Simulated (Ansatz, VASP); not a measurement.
## SnO2: VASP beside Ansatz

```
CELL_PARAMETERS angstrom
-0.05067 2.48280 2.48280
2.48280 -0.05067 2.48280
2.48280 2.48280 -0.05067
ATOMIC_POSITIONS crystal
Sn 0.00000 0.00000 0.00000
O 0.25094 0.25094 0.25094
O 0.74906 0.74906 0.74906
```

Change from the starting cell: shear_111 strain -3.0%.

Alike in both runs: task single point; functional PBE; k mesh 8 × 8 × 8; occupations fermi-dirac, width 0.02 eV; no spin polarisation.

|  | VASP | Ansatz |
| --- | --- | --- |
| version | VASP 6.6.1 | Ansatz 0.2.0 |
| potentials or method | VASP PAW PBE potentials, release 64 (Sn_d, O) | plane waves, PAW |
| plane-wave cutoff (eV) | 520 | 420 |
| valence electrons in the cell | 26 | 26 |

|  | VASP | Ansatz | Ansatz less VASP |
| --- | --- | --- | --- |
| pressure (GPa) | 17.8 | 17.0 | -0.86 |
| traceless stress, the component that is largest in VASP (GPa) | 0.74 | 0.68 | -0.059 |
| rms of the force components (eV/Å) | 0.022 | 0.018 | -0.0041 |

Atom by atom the forces differ by 0.004 eV/Å (rms over components). The functional is the same, so the differences come from potentials, cutoffs and numerics.
